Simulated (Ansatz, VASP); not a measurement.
**FeO: VASP and Ansatz over several settings**

```
Fe O
1.0
     0.00000    2.19767    2.19767
     2.19767    0.00000    2.19767
     2.19767    2.19767    0.00000
Fe O
1 1
Cartesian
  0.0000 0.0000 0.0000
  2.1977 2.1977 2.1977
```

Single points on this cell with VASP 6.6.1 and Ansatz 0.2.0. Each row is one pair of runs. Alike in all rows: spin: collinear, typed start; k mesh: 11 × 11 × 11; smearing: fermi-dirac, width 0.05 eV.

```csv
level,"VASP's potentials, cutoff","Ansatz's potentials, cutoff","gap on the k mesh at the Fermi level (eV), VASP","gap on the k mesh at the Fermi level (eV), Ansatz","pressure (GPa), VASP","pressure (GPa), Ansatz","net moment per atom (μB), VASP","net moment per atom (μB), Ansatz"
LDA,"VASP PAW LDA potentials, release 64 (Fe, O), 520 eV","Ansatz PAW, 420 eV",none,none,-23.4,-23.5,2.00,2.00
BLYP+D4,"VASP PAW PBE potentials, release 64 (Fe, O), 520 eV","Ansatz PAW, 420 eV",none,none,-11.1,-11.2,2.00,2.00
LDA,"VASP PAW LDA potentials, release 64 (Fe, O), 520 eV","JTH PAW LDA, 1380 eV",none,none,-23.2,-23.5,2.00,2.00
```

Pressure (GPa): the two programs differ by at most 0.23; net moment per atom (μB): the two programs differ by at most 0.001.

VASP's potentials hold 14 valence electrons a cell and Ansatz's 22, so a difference there can come from the potentials and not from the codes.

A gap of «none» marks a metal or a gap that the smearing closes.
